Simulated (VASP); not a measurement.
# ErBe in VASP: notebook

The runs below take ErBe through single point, with PBE.

Program: VASP 6.6.1. These are calculated values, not measurements. Logs are shortened: lines on timing, memory, paths and dates and some standing lists are left out, and cuts for length are marked.

### Step 1. The cell of the first run

The typed cell holds 2 atoms: a = 3.367 Å, b = 3.367 Å, c = 5.840 Å, α = 125.34°, β = 125.34°, γ = 89.96°.

The cell was generated, and may not be a known phase.

### Step 2. Single point, PBE

Input file INCAR:

```
SYSTEM = ErBe
ALGO     = Normal         ! electronic algorithm
EDIFF    = 1E-6           ! SCF threshold, eV
ENCUT    = 600            ! plane-wave cutoff, eV
GGA      = PE             ! functional
GGA_COMPAT= .False.      
ISIF     = 2              ! what is computed and relaxed
ISMEAR   = 0              ! smearing method
LASPH    = .True.         ! aspherical terms in the spheres
LCHARG   = .True.         ! write CHGCAR
LELF     = .True.         ! ELF
LMAXMIX  = 6              ! l up to which the mixer works
LREAL    = .False.        ! projectors in reciprocal space
LVHAR    = .True.       
LWAVE    = .False.        ! write WAVECAR
NBANDS   = 12             ! bands
NELM     = 200            ! most SCF steps
PREC     = Accurate       ! precision mode
SIGMA    = 0.2            ! smearing width, eV
```

Input file KPOINTS:

```
k-points
0
Gamma
  7 7 4
  0 0 0
```

Input file POSCAR:

```
ErBe
1.0
    2.2860280663     -2.3801732599     -0.6683661202
    2.2860280663      2.3801732599     -0.6683661202
   -3.6397403628      0.0000000000      4.5667879469
Er Be
1 1
Direct
    0.5000000000      0.5000000000      0.5000000000
    0.5000000000      0.5000000000      0.0000000000
```

Potentials or basis: VASP PAW PBE potentials, release 64 (Er_3, Be), 4f in core.

The run is started by

```console
> cat potpaw_PBE.64/Er_3/POTCAR potpaw_PBE.64/Be/POTCAR > POTCAR
> mpirun -np 1 vasp_std > vasp.out
```

OUTCAR:

```text
SYSTEM = ErBe
   EDIFF = 1E-6
   ENCUT = 600
   GGA = PE
   ISIF = 2
   ISMEAR = 0
   LASPH = .True.
   LREAL = .False.
   NELM = 200
   PREC = Accurate

 ion  position               nearest neighbor table
   1  0.500  0.500  0.500-   2 2.91   2 2.91   2 2.91   2 2.91   2 2.91   2 2.91   2 2.92   2 2.92

   2  0.500  0.500  0.000-   1 2.91   1 2.91   1 2.91   1 2.91   1 2.91   1 2.91   1 2.92   1 2.92

  Warning from LATTYP: Got some problem with cell dimensions!
  Tried to take original basis but could not verify dimensions!
  LATTYP: Found a base centered monoclinic cell.
 ALAT       =     4.7634599150
 B/A-ratio  =     0.9993464005
 C/A-ratio  =     0.7057716605
 COS(beta)  =    -0.0034418866

  Lattice vectors:

 A1 = (   2.2860280663,  -2.3801732599,  -0.6683661202)
 A2 = (   2.2860280663,   2.3801732599,  -0.6683661202)
 A3 = (   0.9323157698,   0.0000000000,   3.2300557065)

Analysis of symmetry for initial positions (statically):
=====================================================================
 Subroutine PRICEL returns:
 Original cell was already a primitive cell.

 Routine SETGRP: Setting up the symmetry group for a
 base centered monoclinic supercell.

 Subroutine GETGRP returns: Found  4 space group operations
 (whereof  4 operations were pure point group operations)
 out of a pool of  4 trial point group operations.

The static configuration has the point symmetry C_2h.

Analysis of symmetry for dynamics (positions and initial velocities):
=====================================================================
 Subroutine PRICEL returns:
 Original cell was already a primitive cell.

 Routine SETGRP: Setting up the symmetry group for a
 base centered monoclinic supercell.

 Subroutine GETGRP returns: Found  4 space group operations
 (whereof  4 operations were pure point group operations)
 out of a pool of  4 trial point group operations.

The dynamic configuration has the point symmetry C_2h.

 Subroutine INISYM returns: Found  4 space group operations
 (whereof  4 operations are pure point group operations),
 and found     1 'primitive' translations

----------------------------------------------------------------------------------------

                                     Primitive cell

  volume of cell :      38.1167

  direct lattice vectors                    reciprocal lattice vectors
     2.286028066 -2.380173260 -0.668366120     0.285170222 -0.210068741  0.227281314
     2.286028066  2.380173260 -0.668366120     0.285170222  0.210068741  0.227281314
    -3.639740363  0.000000000  4.566787947     0.083471410  0.000000000  0.285499190

  length of vectors
     3.367174236  3.367174236  5.839799831     0.420841689  0.420841689  0.297451280

  position of ions in fractional coordinates (direct lattice)
     0.500000000  0.500000000  0.500000000
     0.500000000  0.500000000  0.000000000

  ion indices of the primitive-cell ions
   primitive index   ion index
                 1           1
                 2           2

----------------------------------------------------------------------------------------

 KPOINTS: k-points

Automatic generation of k-mesh.
 Grid dimensions read from file:
 generate k-points for:    7    7    4

 Generating k-lattice:

  Cartesian coordinates                     Fractional coordinates (reciprocal lattice)
     0.040738603 -0.030009820  0.032468759     0.142857143 -0.000000000  0.000000000
     0.040738603  0.030009820  0.032468759    -0.000000000  0.142857143  0.000000000
     0.020867853  0.000000000  0.071374798     0.000000000  0.000000000  0.250000000

  Length of vectors
     0.060120241  0.060120241  0.074362820

  Shift w.r.t. Gamma in fractional coordinates (k-lattice)
     0.000000000  0.000000000  0.000000000

 Subroutine IBZKPT returns following result:
 ===========================================

 Found     60 irreducible k-points:

 Following reciprocal coordinates:
            Coordinates               Weight
  0.000000  0.000000  0.000000      1.000000
  0.142857 -0.000000  0.000000      4.000000
  0.285714 -0.000000 -0.000000      4.000000
  0.428571 -0.000000  0.000000      4.000000
  0.142857  0.142857  0.000000      2.000000
  0.285714  0.142857 -0.000000      4.000000
[... 16 lines left out ...]
 -0.142857  0.000000  0.250000      4.000000
  0.142857  0.142857  0.250000      2.000000
 [... further k-points ...]
   k-points           NKPTS =     60   k-points in BZ     NKDIM =     60   number of bands    NBANDS=     12
   number of dos      NEDOS =    301   number of ions     NIONS =      2
   total plane-waves  NPLWV =  37632
   dimension x,y,z NGX =    28 NGY =   28 NGZ =   48
   dimension x,y,z NGXF=    56 NGYF=   56 NGZF=   96
   ions per type =               1   1
   NGX,Y,Z   is equivalent  to a cutoff of  13.82, 13.82, 13.66 a.u.
   NGXF,Y,Z  is equivalent  to a cutoff of  27.65, 27.65, 27.33 a.u.
 SYSTEM =  ErBe
   PREC   = accura    normal or accurate (medium, high low for compatibility)
   ISTART =      0    job   : 0-new  1-cont  2-samecut
   ICHARG =      2    charge: 1-file 2-atom 10-const
   ISPIN  =      1    spin polarized calculation?
   LNONCOLLINEAR =      F non collinear calculations
   LSORBIT =      F    spin-orbit coupling
   LASPH  =      T    aspherical Exc in radial PAW
   ENCUT  =  600.0 eV  44.10 Ry    6.64 a.u.   6.73  6.73 11.66*2*pi/ulx,y,z
   NELM   =    200;   NELMIN=  2; NELMDL= -5     # of ELM steps
   EDIFF  = 0.1E-05   stopping-criterion for ELM
   LREAL  =      F    real-space projection
   EDIFFG = 0.1E-04   stopping-criterion for IOM
   NSW    =      0    number of steps for IOM
   IBRION =     -1    ionic relax: 0-MD 1-quasi-New 2-CG
   NFREE  =      0    steps in history (QN), initial steepest desc. (CG)
   ISIF   =      2    stress and relaxation
   ISYM   =      2    0-nonsym 1-usesym 2-fastsym
   POTIM  = 0.5000    time-step for ionic-motion
   TEBEG  =    0.0;   TEEND  =   0.0 temperature during run
   PSTRESS=    0.0 pullay stress
   NELECT =      11.0000    total number of electrons
   NUPDOWN=      -1.0000    fix difference up-down
   EMIN   =  10.00;   EMAX   =-10.00  energy-range for DOS
   EFERMI =   0.00;   METHOD = LEGACY
   ISMEAR =     0;   SIGMA  =   0.20  broadening in eV -4-tet -1-fermi 0-gaus
   EFERMI_NEDOS =   21; number of points for ismear=-14 and -15
   IALGO  =     38    algorithm
   IMIX   =      4    mixing-type and parameters
     AMIX     =   0.40;   BMIX     =  1.00
     AMIX_MAG =   1.60;   BMIX_MAG =  1.00
  volume/ion in A,a.u.               =      19.06       128.61
  Fermi-wavevector in a.u.,A,eV,Ry     =   1.081851  2.044401 15.924270  1.170401
  Thomas-Fermi vector in A             =   2.217877
   LORBIT       =      0    0 simple, 1 ext, 2 COOP (PROOUT), +10 PAW based schemes
   GGA     = PE    functional components
   LHFCALC =     F    Hartree Fock is set to
   AEXX    =    0.0000 exact exchange contribution
   IVDW    =     0    specifies the selected vdW correction
   LEPSILON=     F    determine dielectric tensor
   LRPA    =     F    only Hartree local field effects (RPA)
 non-spin polarized calculation
 Gauss-broadening in eV      SIGMA  =   0.20
  energy-cutoff  :      600.00
  volume of cell :       38.12
 maximum number of plane-waves:      1309
   NGX = 13   NGY = 13   NGZ = 23

 number of electron      11.0000000 magnetization

 Free energy of the ion-electron system (eV)
  ---------------------------------------------------
  ext. energy  EPLUGINS =         0.00000000
  ---------------------------------------------------
  free energy    TOTEN  =        -8.11752654 eV

  energy without entropy =       -8.08146093  energy(sigma->0) =       -8.09949373

 E-fermi :   3.5093     XC(G=0): -10.1563

 val. band max:        3.5077834764   @ k =  -0.1429  -0.1429   0.2500
 cond. band min:       3.5430525626   @ k =  -0.1429   0.0000   0.2500
 fundamental gap:      0.0352690862
 Fermi energy:         3.5092569305

 k-point     1 :       0.0000    0.0000    0.0000
  band No.  band energies     occupation
      1     -20.5441      2.00000
      2     -20.5418      2.00000
      3     -20.5373      2.00000
      4      -3.2124      2.00000
      5       3.4031      1.54717
      6       3.4065      1.53250
      7       7.8369      0.00000
      8       7.8385      0.00000
      9       7.8636      0.00000
     10       9.1924      0.00000
     11       9.2096      0.00000
     12       9.2174      0.00000

 k-point     2 :       0.1429   -0.0000    0.0000
  band No.  band energies     occupation
      1     -20.6347      2.00000
      2     -20.6225      2.00000
      3     -20.5250      2.00000
      4      -2.5349      2.00000
      5       3.4502      1.32396
      6       3.4999      1.05293
      7       6.0042      0.00000
      8       6.6565      0.00000
      9       8.2189      0.00000
     10       8.6839      0.00000
     11      10.3057      0.00000
     12      11.1898      0.00000

 k-point     3 :       0.2857   -0.0000   -0.0000
  band No.  band energies     occupation
      1     -20.8215      2.00000
      2     -20.8060      2.00000
      3     -20.4859      2.00000
      4      -0.8470      2.00000
      5       2.4471      2.00000
      6       3.4859      1.13103
      7       5.3486      0.00000
      8       6.1575      0.00000
      9       7.7174      0.00000
     10       9.2638      0.00000
     11      10.8132      0.00000
     12      12.0767      0.00000

 k-point     4 :       0.4286   -0.0000    0.0000
  band No.  band energies     occupation
      1     -20.9513      2.00000
      2     -20.9488      2.00000
      3     -20.4556      2.00000
      4       0.1688      2.00000
      5       2.4822      2.00000
      6       3.4465      1.34262
      7       4.4901      0.00000
      8       6.7372      0.00000
      9       7.0798      0.00000
     10       9.9564      0.00000
     11      10.7762      0.00000
     12      11.9572      0.00000

 k-point     5 :       0.1429    0.1429    0.0000
  band No.  band energies     occupation
      1     -20.8287      2.00000
      2     -20.6021      2.00000
      3     -20.5947      2.00000
      4      -1.3458      2.00000
      5       2.7531      2.00000
      6       3.7918      0.04575
      7       5.3939      0.00000
      8       5.6208      0.00000
      9       7.4733      0.00000
     10       9.7662      0.00000
     11      11.6848      0.00000
     12      11.8686      0.00000
[... 228 lines left out ...]
      1     -20.9970      2.00000
      2     -20.6333      2.00000
      3     -20.4852      2.00000
      4      -0.2483      2.00000
      5       1.1720      2.00000
      6       4.2682      0.00000
      7       4.9218      0.00000
      8       5.5552      0.00000
      9       8.5433      0.00000
     10      10.2164      0.00000
     11      12.0855      0.00000
     12      12.4648      0.00000

 k-point    22 :      -0.2857    0.0000    0.2500
  band No.  band energies     occupation
      1     -20.8521      2.00000
      2     -20.5153      2.00000
      3     -20.5131      2.00000
      4      -1.9298      2.00000
      5       2.5085      2.00000
      6       3.9349      0.00262
      7       5.8121      0.00000
      8       5.8462      0.00000
      9       8.4127      0.00000
     10       9.3753      0.00000
     11      11.6593      0.00000
     12      11.7745      0.00000

 k-point    23 :      -0.1429    0.0000    0.2500
  band No.  band energies     occupation
      1     -20.6349      2.00000
      2     -20.5853      2.00000
      3     -20.5288      2.00000
      4      -2.6818      2.00000
      5       3.4034      1.54588
      6       3.5431      0.81113
      7       6.2502      0.00000
      8       6.7837      0.00000
      9       8.0954      0.00000
     10       8.8188      0.00000
     11      10.2542      0.00000
     12      10.8721      0.00000

 k-point    24 :       0.1429    0.1429    0.2500
  band No.  band energies     occupation
      1     -21.0090      2.00000
      2     -20.5825      2.00000
      3     -20.5748      2.00000
      4       0.1869      2.00000
      5       0.9125      2.00000
      6       3.9998      0.00052
      7       4.9349      0.00000
      8       5.8263      0.00000
      9       7.9177      0.00000
     10      10.7771      0.00000
     11      11.5147      0.00000
     12      13.0971      0.00000

 [... further k-points ...]
[... 5 lines left out ...]
  --------------------------------------------------------------------------------------
  -------------------------------------------------------------------------------------
  Total        0.1308752      0.1063397      0.0930107      0.0000000      0.0000000     -0.0067681
  in kB        5.5011409      4.4698288      3.9095632      0.0000000      0.0000000     -0.2844858
  external PRESSURE =       4.6268443 kB  Pullay stress =       0.0000000 kB

 VOLUME and BASIS-vectors are now :
 -----------------------------------------------------------------------------
  energy-cutoff  :      600.00
  volume of cell :       38.12
      direct lattice vectors                 reciprocal lattice vectors
     2.286028066 -2.380173260 -0.668366120     0.285170222 -0.210068741  0.227281314
     2.286028066  2.380173260 -0.668366120     0.285170222  0.210068741  0.227281314
    -3.639740363  0.000000000  4.566787947     0.083471410  0.000000000  0.285499190

 POSITION                                       TOTAL-FORCE (eV/Angst)
 -----------------------------------------------------------------------------------
      0.46616      0.00000      1.61503         0.000000      0.000000      0.000000
      2.28603      0.00000     -0.66837        -0.000000     -0.000000     -0.000000
 -----------------------------------------------------------------------------------
    total drift:                               -0.000000      0.000000      0.000000

  FREE ENERGIE OF THE ION-ELECTRON SYSTEM (eV)
  ---------------------------------------------------
  free  energy   TOTEN  =        -8.1175265431 eV

  energy  without entropy=       -8.0814609251  energy(sigma->0) =       -8.09949373
```

Run time: 19 s. Hardware: 1 thread of Intel Xeon Platinum 8559C (Emerald Rapids), shared host; peak memory 0.2 GiB.

Results:

* Free energy: -8.1175 eV
* Pressure: 0.5 GPa
* Band gap on the k mesh: zero (an odd number of electrons rules out a gap without spin polarisation)

Levels at points of the mesh, in eV from the Fermi level:
```csv
k point,band 2,band 3,band 4,band 5,band 6,band 7,band 8,band 9,band 10,band 11
"(0.00, 0.00, 0.00)",-24.05,-24.05,-6.72,-0.11,-0.10,4.33,4.33,4.35,5.68,5.70
"(0.00, 0.00, 0.50)",-24.01,-24.00,-3.78,-2.86,0.86,1.64,1.65,6.10,7.26,8.23
```

Caveat: the k points lie up to 0.38 Å⁻¹ apart, too coarse for converged energies and pressures of a metal; spin-orbit coupling is left out, which moves the levels of the heavy elements; the 4f electrons are frozen in the core, so they carry no moment and show no levels. Spin polarisation is off, so any magnetic state and its effect on volume and gap are missing.

### Step 3. Single point, PBE

This run uses another cell than the first one: it holds 4 atoms, not 2.

Input file INCAR:

```
ALGO     = Normal         # electronic algorithm
EDIFF    = 1E-6           # SCF threshold, eV
ENCUT    = 600            # plane-wave cutoff, eV
GGA      = PE             # functional
GGA_COMPAT= F            
ISIF     = 2              # what is computed and relaxed
ISMEAR   = 0              # smearing method
LASPH    = T              # aspherical terms in the spheres
LCHARG   = T              # write CHGCAR
LELF     = T              # ELF
LMAXMIX  = 6              # l up to which the mixer works
LREAL    = F              # projectors in reciprocal space
LVHAR    = T            
LWAVE    = F              # write WAVECAR
NBANDS   = 19             # bands
NELM     = 200            # most SCF steps
PREC     = Accurate       # precision mode
SIGMA    = 0.2            # smearing width, eV
```

Input file KPOINTS:

```
k-points
0
Gamma
  6 6 3
```

Input file POSCAR:

```
ErBe
1.0
    3.3677264425      0.0000000000      0.0000000000
    0.0000000000      3.3677264425      0.0000000000
    0.0000000000      0.0000000000      6.7355026249
Er Be
2 2
Direct
    0.0000000000      0.0000000000      0.6947455422
    0.0000000000      0.0000000000      0.1947577343
    0.5000000000      0.5000000000      0.4452425801
    0.5000000000      0.5000000000      0.9443068934
```

Potentials or basis: VASP PAW PBE potentials, release 64 (Er_3, Be), 4f in core.

The run is started by

```console
> cat potpaw_PBE.64/Er_3/POTCAR potpaw_PBE.64/Be/POTCAR > POTCAR
> mpirun -np 1 vasp_std > vasp.out
```

Run time: 17 s. Hardware: 1 thread of Intel Xeon Platinum 8559C (Emerald Rapids), shared host; peak memory 0.21 GiB.

Results (log left out):

```
Free energy            : -16.2166 eV
Pressure               : 0.5 GPa
Largest force          : 0.007 eV/Å
Band gap on the k mesh : zero (bands 11 and 12 overlap by 0.98 eV)
```

Forces on the atoms (eV/Å):
```
Er   0.000  0.000  0.001
Er   0.000  0.000  0.000
Be   0.000  0.000 -0.007
Be   0.000  0.000  0.006
```

Levels at points of the mesh, in eV from the Fermi level:
| k point | band 7 | band 8 | band 9 | band 10 | band 11 | band 12 | band 13 | band 14 | band 15 | band 16 |
| --- | --- | --- | --- | --- | --- | --- | --- | --- | --- | --- |
| (0.00, 0.00, 0.00) | -6.77 | -3.82 | -2.93 | -0.14 | -0.14 | 0.81 | 1.60 | 1.60 | 4.27 | 4.27 |
| (0.50, 0.00, 0.00) | -3.82 | -3.43 | -2.93 | -0.12 | -0.12 | -0.02 | 0.81 | 1.60 | 1.60 | 3.45 |
| (0.50, 0.50, 0.00) | -3.43 | -2.20 | -2.20 | -2.20 | -0.12 | -0.12 | -0.02 | 1.42 | 3.45 | 3.45 |

Caveat: spin-orbit coupling is left out, which moves the levels of the heavy elements; the 4f electrons are frozen in the core, so they carry no moment and show no levels.

The gap in the log of VASP goes by the Fermi energy; the results here count the filled bands.